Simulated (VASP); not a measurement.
Wanted: the native input for a VASP 6.6.1 run.

* Task: single point
* Functional: LDA
* Potentials or basis: VASP PAW LDA potentials, release 64 (In_d, Cu)
* Cutoff: 520 eV
* k mesh: 10 × 10 × 10
* Occupations: gaussian, width 0.15 eV
* Spin: no spin polarisation
* Dipole correction: no
* Further INCAR settings: ALGO = Fast; EDIFF = 1e-06; NBANDS = 33

The structure of In3Cu lies in POSCAR:

```
In3Cu
1.0
    4.4467850464     -0.1171407624     -0.1171407624
   -0.1171407624      4.4467850464     -0.1171407624
   -0.1171407624     -0.1171407624      4.4467850464
In Cu
3 1
Direct
    0.0000000000      0.5000000000      0.5000000000
    0.5000000000      0.0000000000      0.5000000000
    0.5000000000      0.5000000000      0.0000000000
    0.0000000000      0.0000000000      0.0000000000
```

These files were run (other wordings do the same):

INCAR

```
SYSTEM = In3Cu
ALGO = Fast ; EDIFF = 1E-6
ENCUT = 520 ; ISIF = 2
ISMEAR = 0 ; LASPH = .TRUE.
LCHARG = .FALSE. ; LREAL = .FALSE.
LWAVE = .FALSE. ; NBANDS = 33
NELM = 80 ; PREC = Accurate
SIGMA = 0.15
```

KPOINTS

```
k-points
0
G
  10 10 10
  0 0 0
```

Potentials or basis: VASP PAW LDA potentials, release 64 (In_d, Cu).

Command:

```bash
$ cat potpaw_LDA.64/In_d/POTCAR potpaw_LDA.64/Cu/POTCAR > POTCAR
$ mpirun -np 1 vasp_std > vasp.out
```

It gave:

```
Pressure               : -4.1 GPa
Band gap on the k mesh : zero (bands 25 and 26 overlap by 4.02 eV)
```

Caveat: the cell stands under tension; spin-orbit coupling is left out, which moves the levels of the heavy elements.

It took 10 min on 1 thread of Intel Xeon 8259CL, on a shared host, peak memory 0.38 GiB.
